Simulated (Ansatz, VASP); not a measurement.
## V2N3 in VASP and in Ansatz

```
CELL_PARAMETERS angstrom
2.65470 0.00000 0.00000
-1.32735 2.29903 0.00000
0.00000 0.00000 6.19635
ATOMIC_POSITIONS crystal
V 0.66667 0.33333 0.30212
V 0.33333 0.66667 0.69788
N 0.00000 0.00000 0.50000
N 0.00000 0.00000 0.10744
N 0.00000 0.00000 0.89256
```

Change from the starting cell: strain -0.0450 x Voigt [1, 1, 0, 0, 0, 0], atoms carried along.

Alike in both runs: task single point; functional PBEsol; k mesh 18 × 18 × 8; occupations gaussian, width 0.15 eV; no spin polarisation.

|  | VASP | Ansatz |
| --- | --- | --- |
| version | VASP 6.6.1 | Ansatz 0.2.0 |
| potentials or method | VASP PAW PBE potentials, release 64 (V_sv, N), cutoff 520 eV | scalar-relativistic, plane waves, PAW |
| valence electrons in the cell | 41 | 41 |

Ansatz gave:

| Property | Result |
| --- | --- |
| gap on the k mesh at the Fermi level (eV) | none |
| pressure (GPa) | 33.0 |
| traceless stress, the component that is largest in VASP (GPa) | -15.45 |
| rms of the force components (eV/Å) | 0.251 |

Task: Estimate VASP's values.

Result: gap on the k mesh at the Fermi level (eV): none; pressure (GPa): 34.1; traceless stress, the component that is largest in VASP (GPa): -14.91; rms of the force components (eV/Å): 0.236.

VASP's potentials were made for PBE, not for PBEsol. Atom by atom the forces differ by 0.018 eV/Å (rms over components). A gap of «none» marks a metal or a gap that the smearing closes. Both programs put the cell under a high pressure, so it lies far from rest at this level.
